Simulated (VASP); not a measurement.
Crystal: ZrAu.

```xyz
2
Lattice="3.1657 0.0000 0.0000 0.0000 3.1657 0.0000 0.0000 0.0000 3.9175" Properties=species:S:1:pos:R:3 pbc="T T T"
Zr    0.0000    0.0000    0.0000
Au    1.5828    1.5828    1.9588
```

| Item | Value |
| --- | --- |
| Program | VASP 6.6.1 |
| Task | relaxation of volume and atoms at fixed shape |
| Functional | PBEsol |
| Potentials or basis | VASP PAW PBE potentials, release 64 (Zr_sv, Au) |
| Cutoff | 600 eV |
| k mesh | 8 × 8 × 6 |
| Occupations | gaussian, width 0.1 eV |
| Spin | no spin polarisation |

At the start: pressure -3.8 GPa; volume 19.63 Å³/atom.

Question: How do energy, volume and symmetry change on relaxing?

Answer: Over 3 steps the energy falls by 6.5 meV/atom and the volume is 19.10 Å³/atom (-2.7 %); space group P4/mmm (No. 123, to 0.05 Å).

Step by step:
| step | energy change (eV) | largest force (eV/Å) | pressure (GPa) | volume (Å³) |
| --- | --- | --- | --- | --- |
| 1 | 0.0000 | 0.0000 | -3.80 | 39.26 |
| 2 | 0.0169 | 0.0000 | 6.53 | 36.67 |
| 3 | -0.0130 | 0.0000 | -0.03 | 38.20 |

Final structure:
```
Zr Au
1.0
     3.13702    0.00000    0.00000
     0.00000    3.13702    0.00000
     0.00000    0.00000    3.88211
Zr Au
1 1
Cartesian
  0.0000 0.0000 0.0000
  1.5685 1.5685 1.9411
```

Caveat: the PAW data sets were made with another functional, which shifts forces and pressure a little.
